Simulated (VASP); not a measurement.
Wanted: the native input for a VASP 6.6.1 run.

```
Task                   : single point
Functional             : PBE
Potentials or basis    : VASP PAW PBE potentials, release 64 (Cs_sv, Zn, Mo_sv)
Cutoff                 : 520 eV
k mesh                 : 6 × 6 × 2
Occupations            : gaussian, width 0.1 eV
Spin                   : no spin polarisation
Dipole correction      : no
Further INCAR settings : ALGO = Fast; EDIFF = 1e-07; NBANDS = 44
```

The structure of CsZn4Mo lies in POSCAR:

```
CsZn4Mo
1.0
    4.6247803600      0.0000000000      0.0000000000
   -2.3123901800      4.0051772787      0.0000000000
    0.0000000000      0.0000000000      8.6738965742
Cs Zn Mo
1 4 1
Direct
    0.3333333333      0.6666666667      0.5000000000
    0.3333333333      0.6666666667      0.1413708260
    0.3333333333      0.6666666667      0.8586291740
    0.0000000000      0.0000000000      0.8043365656
    0.0000000000      0.0000000000      0.1956634344
    0.0000000000      0.0000000000      0.5000000000
```

The cell was built from a structure type or drawn by symmetry, and may not be a known phase.

One way to write it, as run:

INCAR

```
ALGO     = Fast           # electronic algorithm
EDIFF    = 1E-7           # SCF threshold, eV
ENCUT    = 520            # plane-wave cutoff, eV
GGA      = PE             # functional
ISIF     = 2              # what is computed and relaxed
ISMEAR   = 0              # smearing method
LASPH    = T              # aspherical terms in the spheres
LCHARG   = F              # write CHGCAR
LREAL    = F              # projectors in reciprocal space
LWAVE    = F              # write WAVECAR
NBANDS   = 44             # bands
NELM     = 100            # most SCF steps
PREC     = Accurate       # precision mode
SIGMA    = 0.1            # smearing width, eV
```

KPOINTS

```
k-points
0
Gamma
  6 6 2
```

Potentials or basis: VASP PAW PBE potentials, release 64 (Cs_sv, Zn, Mo_sv).

The run is started by

```sh
$ cat potpaw_PBE.64/Cs_sv/POTCAR potpaw_PBE.64/Zn/POTCAR potpaw_PBE.64/Mo_sv/POTCAR > POTCAR
$ mpirun -np 1 vasp_std > vasp.out
```

It gave:

| Item | Value |
| --- | --- |
| Pressure | 0.7 GPa |
| Largest force | 0.026 eV/Å |
| Band gap on the k mesh | zero (an odd number of electrons rules out a gap without spin polarisation) |

Caveat: the k points lie up to 0.36 Å⁻¹ apart, too coarse for converged energies and pressures of a metal; spin-orbit coupling is left out, which moves the levels of the heavy elements.

It took 85 s on 1 thread of AMD EPYC 9R45 96-Core Processor (Zen 5), on a shared host, peak memory 0.31 GiB.
